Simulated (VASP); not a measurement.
# Sc2GaN2 (P4/mmm) in VASP: notebook

Runs on Sc2GaN2. Level: PBE. Tasks: single point, relaxation of cell and atoms.

Program: VASP 6.6.1. These are calculated values, not measurements. Logs are shortened: lines on timing, memory, paths and dates and some standing lists are left out, and cuts for length are marked.

## (1) The cell of the first run

It takes space group P4/mmm (No. 123, tetragonal). Conventional cell: a = 3.540 Å, b = 3.540 Å, c = 4.109 Å, α = 90.00°, β = 90.00°, γ = 90.00°. Within 1.6 Å of Sc (site symmetry 4/mmm) lie 2 N at 1.21 Å. Within 1.1 Å of Sc (site symmetry 4/mmm) lie 2 N at 0.84 Å. Within 3.3 Å of Ga (site symmetry 4/mmm) lie 12 Sc at 2.50 to 3.24 Å and 8 N at 2.64 Å. N (site symmetry 4mm) has 1 Sc at 0.84 Å within 1.1 Å.

The cell was generated, and may not be a known phase.

## (2) Single point, PBE

INCAR reads:

```
ALGO = Normal
EDIFF = 1E-6
ENCUT = 520
GGA = PE
ISIF = 2
ISMEAR = 0
LASPH = T
LCHARG = F
LREAL = F
LWAVE = F
NBANDS = 30
NELM = 100
PREC = Accurate
SIGMA = 0.1
```

KPOINTS reads:

```
k-points
0
Gamma
  6 6 4
```

POSCAR reads:

```
Sc2GaN2
1.0
    3.5401859800      0.0000000000      0.0000000000
    0.0000000000      3.5401859800      0.0000000000
    0.0000000000      0.0000000000      4.1086100700
Sc Ga N
2 1 2
Direct
    0.5000000000      0.5000000000      0.5000000000
    0.5000000000      0.5000000000      0.0000000000
    0.0000000000      0.0000000000      0.0000000000
    0.5000000000      0.5000000000      0.2054601900
    0.5000000000      0.5000000000      0.7945398100
```

Potentials or basis: VASP PAW PBE potentials, release 64 (Sc_sv, Ga_d, N).

Run with:

```console
$ cat potpaw_PBE.64/Sc_sv/POTCAR potpaw_PBE.64/Ga_d/POTCAR potpaw_PBE.64/N/POTCAR > POTCAR
$ mpirun -np 1 vasp_std > vasp.out
```

OUTCAR:

```text
EDIFF = 1E-6
   ENCUT = 520
   GGA = PE
   ISIF = 2
   ISMEAR = 0
   LASPH = T
   LREAL = F
   NELM = 100
   PREC = Accurate

 ion  position               nearest neighbor table
   1  0.500  0.500  0.500-   4 1.21   5 1.21   2 2.05   2 2.05
   2  0.500  0.500  0.000-   4 0.84   5 0.84   1 2.05   1 2.05   3 2.50   3 2.50   3 2.50   3 2.50

   3  0.000  0.000  0.000-   2 2.50   2 2.50   2 2.50   2 2.50
   4  0.500  0.500  0.205-   2 0.84   1 1.21   5 1.69
   5  0.500  0.500  0.795-   2 0.84   1 1.21   4 1.69

 -----------------------------------------------------------------------------
|                                                                             |
|           W    W    AA    RRRRR   N    N  II  N    N   GGGG   !!!           |
|           W    W   A  A   R    R  NN   N  II  NN   N  G    G  !!!           |
|           W    W  A    A  R    R  N N  N  II  N N  N  G       !!!           |
|           W WW W  AAAAAA  RRRRR   N  N N  II  N  N N  G  GGG   !            |
|           WW  WW  A    A  R   R   N   NN  II  N   NN  G    G                |
|           W    W  A    A  R    R  N    N  II  N    N   GGGG   !!!           |
|                                                                             |
|     The distance between some ions is very small. Please check the          |
|     nearest-neighbor list in the OUTCAR file.                               |
|     I HOPE YOU KNOW WHAT YOU ARE DOING!                                     |
|                                                                             |
 -----------------------------------------------------------------------------

  LATTYP: Found a simple tetragonal cell.
 ALAT       =     3.5401859800
 C/A-ratio  =     1.1605633414

  Lattice vectors:

 A1 = (   3.5401859800,   0.0000000000,   0.0000000000)
 A2 = (   0.0000000000,   3.5401859800,   0.0000000000)
 A3 = (   0.0000000000,   0.0000000000,   4.1086100700)

Analysis of symmetry for initial positions (statically):
=====================================================================
 Subroutine PRICEL returns:
 Original cell was already a primitive cell.

 Routine SETGRP: Setting up the symmetry group for a
 simple tetragonal supercell.

 Subroutine GETGRP returns: Found 16 space group operations
 (whereof 16 operations were pure point group operations)
 out of a pool of 16 trial point group operations.

The static configuration has the point symmetry D_4h.

Analysis of symmetry for dynamics (positions and initial velocities):
=====================================================================
 Subroutine PRICEL returns:
 Original cell was already a primitive cell.

 Routine SETGRP: Setting up the symmetry group for a
 simple tetragonal supercell.

 Subroutine GETGRP returns: Found 16 space group operations
 (whereof 16 operations were pure point group operations)
 out of a pool of 16 trial point group operations.

The dynamic configuration has the point symmetry D_4h.

 Subroutine INISYM returns: Found 16 space group operations
 (whereof 16 operations are pure point group operations),
 and found     1 'primitive' translations

----------------------------------------------------------------------------------------

                                     Primitive cell

  volume of cell :      51.4929

  direct lattice vectors                    reciprocal lattice vectors
     3.540185980  0.000000000  0.000000000     0.282471036  0.000000000  0.000000000
     0.000000000  3.540185980  0.000000000     0.000000000  0.282471036  0.000000000
     0.000000000  0.000000000  4.108610070     0.000000000  0.000000000  0.243391313

  length of vectors
     3.540185980  3.540185980  4.108610070     0.282471036  0.282471036  0.243391313

  position of ions in fractional coordinates (direct lattice)
     0.500000000  0.500000000  0.500000000
     0.500000000  0.500000000  0.000000000
     0.000000000  0.000000000  0.000000000
     0.500000000  0.500000000  0.205460190
     0.500000000  0.500000000  0.794539810

  ion indices of the primitive-cell ions
   primitive index   ion index
                 1           1
                 2           2
                 3           3
                 4           4
                 5           5

----------------------------------------------------------------------------------------

 KPOINTS: k-points

Automatic generation of k-mesh.
 Grid dimensions read from file:
 generate k-points for:    6    6    4

 Generating k-lattice:

  Cartesian coordinates                     Fractional coordinates (reciprocal lattice)
     0.047078506  0.000000000  0.000000000     0.166666667  0.000000000  0.000000000
     0.000000000  0.047078506  0.000000000     0.000000000  0.166666667  0.000000000
     0.000000000  0.000000000  0.060847828     0.000000000  0.000000000  0.250000000

  Length of vectors
     0.047078506  0.047078506  0.060847828

  Shift w.r.t. Gamma in fractional coordinates (k-lattice)
     0.000000000  0.000000000  0.000000000

 Subroutine IBZKPT returns following result:
 ===========================================

 Found     30 irreducible k-points:

 Following reciprocal coordinates:
            Coordinates               Weight
  0.000000  0.000000  0.000000      1.000000
  0.166667  0.000000  0.000000      4.000000
  0.333333  0.000000  0.000000      4.000000
  0.500000  0.000000  0.000000      2.000000
  0.166667  0.166667  0.000000      4.000000
  0.333333  0.166667  0.000000      8.000000
[... 16 lines left out ...]
  0.333333  0.000000  0.500000      4.000000
  0.500000  0.000000  0.500000      2.000000
 [... further k-points ...]
   k-points           NKPTS =     30   k-points in BZ     NKDIM =     30   number of bands    NBANDS=     30
   number of dos      NEDOS =    301   number of ions     NIONS =      5
   total plane-waves  NPLWV =  25088
   dimension x,y,z NGX =    28 NGY =   28 NGZ =   32
   dimension x,y,z NGXF=    56 NGYF=   56 NGZF=   64
   ions per type =               2   1   2
   NGX,Y,Z   is equivalent  to a cutoff of  13.15, 13.15, 12.95 a.u.
   NGXF,Y,Z  is equivalent  to a cutoff of  26.30, 26.30, 25.90 a.u.
 SYSTEM =  unknown system
   PREC   = accura    normal or accurate (medium, high low for compatibility)
   ISTART =      0    job   : 0-new  1-cont  2-samecut
   ICHARG =      2    charge: 1-file 2-atom 10-const
   ISPIN  =      1    spin polarized calculation?
   LNONCOLLINEAR =      F non collinear calculations
   LSORBIT =      F    spin-orbit coupling
   LASPH  =      T    aspherical Exc in radial PAW
   ENCUT  =  520.0 eV  38.22 Ry    6.18 a.u.   6.58  6.58  7.64*2*pi/ulx,y,z
   NELM   =    100;   NELMIN=  2; NELMDL= -5     # of ELM steps
   EDIFF  = 0.1E-05   stopping-criterion for ELM
   LREAL  =      F    real-space projection
[... 7 lines left out ...]
   TEBEG  =    0.0;   TEEND  =   0.0 temperature during run
   PSTRESS=    0.0 pullay stress
   NELECT =      45.0000    total number of electrons
   NUPDOWN=      -1.0000    fix difference up-down
   EMIN   =  10.00;   EMAX   =-10.00  energy-range for DOS
   EFERMI =   0.00;   METHOD = LEGACY
   ISMEAR =     0;   SIGMA  =   0.10  broadening in eV -4-tet -1-fermi 0-gaus
   EFERMI_NEDOS =   21; number of points for ismear=-14 and -15
   IALGO  =     38    algorithm
   IMIX   =      4    mixing-type and parameters
     AMIX     =   0.40;   BMIX     =  1.00
     AMIX_MAG =   1.60;   BMIX_MAG =  1.00
  volume/ion in A,a.u.               =      10.30        69.50
  Fermi-wavevector in a.u.,A,eV,Ry     =   1.565176  2.957755 33.331244  2.449777
  Thomas-Fermi vector in A             =   2.667691
   LORBIT       =      0    0 simple, 1 ext, 2 COOP (PROOUT), +10 PAW based schemes
   GGA     = PE    functional components
   LHFCALC =     F    Hartree Fock is set to
   AEXX    =    0.0000 exact exchange contribution
   IVDW    =     0    specifies the selected vdW correction
   LEPSILON=     F    determine dielectric tensor
   LRPA    =     F    only Hartree local field effects (RPA)
 non-spin polarized calculation
 Gauss-broadening in eV      SIGMA  =   0.10
  energy-cutoff  :      520.00
  volume of cell :       51.49
 maximum number of plane-waves:      1414
 NGX is ok and might be reduce to    28
   NGX = 13   NGY = 13   NGZ = 15

 number of electron      45.0000026 magnetization

 Free energy of the ion-electron system (eV)
  ---------------------------------------------------
  ext. energy  EPLUGINS =         0.00000000
  ---------------------------------------------------
  free energy    TOTEN  =       159.89193800 eV

  energy without entropy =      159.90294924  energy(sigma->0) =      159.89744362

 E-fermi :   7.6317     XC(G=0): -11.9801

 val. band max:        7.6191224004   @ k =   0.5000   0.1667   0.2500
 cond. band min:       7.6684079576   @ k =   0.3333   0.1667   0.0000
 fundamental gap:      0.0492855572
 Fermi energy:         7.6316737486

 k-point     1 :       0.0000    0.0000    0.0000
  band No.  band energies     occupation
      1     -53.7725      2.00000
      2     -44.2870      2.00000
      3     -41.0490      2.00000
      4     -28.6775      2.00000
      5     -25.8843      2.00000
      6     -25.8843      2.00000
[... 22 lines left out ...]
     29      11.7476      0.00000
     30      11.9270      0.00000

 k-point     2 :       0.1667    0.0000    0.0000
  band No.  band energies     occupation
      1     -53.7717      2.00000
      2     -44.2859      2.00000
      3     -41.0514      2.00000
      4     -28.6776      2.00000
      5     -25.9107      2.00000
      6     -25.8835      2.00000
[... 22 lines left out ...]
     29      12.4793      0.00000
     30      13.0911      0.00000

 k-point     3 :       0.3333    0.0000    0.0000
  band No.  band energies     occupation
      1     -53.7700      2.00000
      2     -44.2839      2.00000
      3     -41.0523      2.00000
      4     -28.6762      2.00000
      5     -25.9616      2.00000
      6     -25.8817      2.00000
[... 682 lines left out ...]
     29      17.6982      0.00000
     30      18.0816      0.00000

 k-point    24 :       0.5000    0.0000    0.5000
  band No.  band energies     occupation
      1     -53.7068      2.00000
      2     -44.9932      2.00000
      3     -39.5296      2.00000
      4     -30.2221      2.00000
      5     -25.6832      2.00000
      6     -25.5860      2.00000
[... 22 lines left out ...]
     29      17.5111      0.00000
     30      17.5339      0.00000

 [... further k-points ...]
[... 5 lines left out ...]
  --------------------------------------------------------------------------------------
  -------------------------------------------------------------------------------------
  Total        6.9530588      6.9530588    832.2376156      0.0000000      0.0000000      0.0000000
  in kB      216.3412845    216.3412845  25894.6974823      0.0000000      0.0000000      0.0000000
  external PRESSURE =    8775.7933505 kB  Pullay stress =       0.0000000 kB

 VOLUME and BASIS-vectors are now :
 -----------------------------------------------------------------------------
  energy-cutoff  :      520.00
  volume of cell :       51.49
      direct lattice vectors                 reciprocal lattice vectors
     3.540185980  0.000000000  0.000000000     0.282471036  0.000000000  0.000000000
     0.000000000  3.540185980  0.000000000     0.000000000  0.282471036  0.000000000
     0.000000000  0.000000000  4.108610070     0.000000000  0.000000000  0.243391313

 POSITION                                       TOTAL-FORCE (eV/Angst)
 -----------------------------------------------------------------------------------
      1.77009      1.77009      2.05431         0.000000      0.000000     -0.000000
      1.77009      1.77009      0.00000         0.000000      0.000000     -0.000000
      0.00000      0.00000      0.00000         0.000000      0.000000     -0.000000
      1.77009      1.77009      0.84416         0.000000      0.000000    331.552031
      1.77009      1.77009      3.26445         0.000000     -0.000000   -331.552031
 -----------------------------------------------------------------------------------
    total drift:                                0.000000      0.000000     -0.000000

  FREE ENERGIE OF THE ION-ELECTRON SYSTEM (eV)
  ---------------------------------------------------
  free  energy   TOTEN  =       159.8919380034 eV

  energy  without entropy=      159.9029492380  energy(sigma->0) =      159.89744362
```

Wall time 79 s (1 thread of Intel Xeon 8259CL, shared host); peak memory 0.19 GiB.

The run converged, but its numbers aren't listed here, since they failed a check.

Caveat: the k points lie up to 0.38 Å⁻¹ apart, too coarse for converged energies and pressures of a metal; atoms lie so close that the PAW spheres overlap strongly, which falsifies energies and pressures; forces of over 1 eV/Å act on the atoms, so gaps and moduli don't describe the material at rest.

## (3) Single point, PBE

This run uses another cell than the first one, of 27.02 Å³/atom.

INCAR reads:

```
  PREC = Accurate
  ENCUT = 520
  EDIFF = 1E-7
  ISMEAR = 0
  SIGMA = 0.1
  LREAL = False
  LASPH = True
  NELM = 100
  ALGO = Normal
  ISIF = 2
  LWAVE = False
  LCHARG = False
  GGA = PE
  NBANDS = 30
```

KPOINTS reads:

```
regular mesh
0
Gamma
  6 6 4
```

POSCAR reads:

```
Sc2GaN2
1.0
    4.1677350156      0.0000000000      0.0000000000
    0.0000000000      4.1677350156      0.0000000000
    0.0000000000      0.0000000000      7.7764627906
Sc Ga N
2 1 2
Direct
    0.5000000000      0.5000000000      0.5000000000
    0.5000000000      0.5000000000      0.0000000000
    0.0000000000      0.0000000000      0.0000000000
    0.5000000000      0.5000000000      0.2521317790
    0.5000000000      0.5000000000      0.7478682210
```

Potentials or basis: VASP PAW PBE potentials, release 64 (Sc_sv, Ga_d, N).

Run with:

```console
$ cat potpaw_PBE.64/Sc_sv/POTCAR potpaw_PBE.64/Ga_d/POTCAR potpaw_PBE.64/N/POTCAR > POTCAR
$ mpirun -np 1 vasp_std > vasp.out
```

Wall time 3.3 min (1 thread of Intel Xeon 8259CL, shared host); peak memory 0.31 GiB.

The run converged. Its results:

* Free energy: -29.8887 eV
* Pressure: 0.4 GPa
* Largest force: 0.012 eV/Å
* Band gap on the k mesh: zero (an odd number of electrons rules out a gap without spin polarisation)

Forces on the atoms (eV/Å):
```
Sc   0.000  0.000  0.000
Sc   0.000  0.000  0.000
Ga   0.000  0.000  0.000
N    0.000  0.000  0.012
N    0.000  0.000 -0.012
```

Stress tensor (GPa, compression positive):
```
-0.03  0.00  0.00
 0.00 -0.03  0.00
 0.00  0.00  1.15
```

Levels at points of the mesh, in eV from the Fermi level:
```
           k point  band 18  band 19  band 20  band 21  band 22  band 23  band 24  band 25  band 26  band 27
(0.00, 0.00, 0.00)    -1.54    -1.54    -0.57    -0.47    -0.47     0.22     1.10     1.39     1.51     2.31
(0.50, 0.00, 0.00)    -2.44    -1.54    -1.47    -0.89    -0.23     0.45     0.53     0.81     1.96     1.97
(0.50, 0.50, 0.00)    -2.10    -2.10    -1.77    -1.77     0.52     0.99     0.99     1.03     2.38     2.56
(0.00, 0.00, 0.50)    -1.43    -1.20    -1.20    -0.97    -0.97    -0.76     1.21     1.27     2.03     2.32
(0.50, 0.00, 0.50)    -1.71    -1.63    -1.40    -1.28    -1.06    -0.87     0.53     0.77     1.96     2.29
(0.50, 0.50, 0.50)    -2.11    -1.66    -1.66    -1.59    -1.36     0.50     0.50     0.84     2.56     2.69
```

(Continued in part 2 of 2.)

The gap in the log of VASP goes by the Fermi energy; the results here count the filled bands.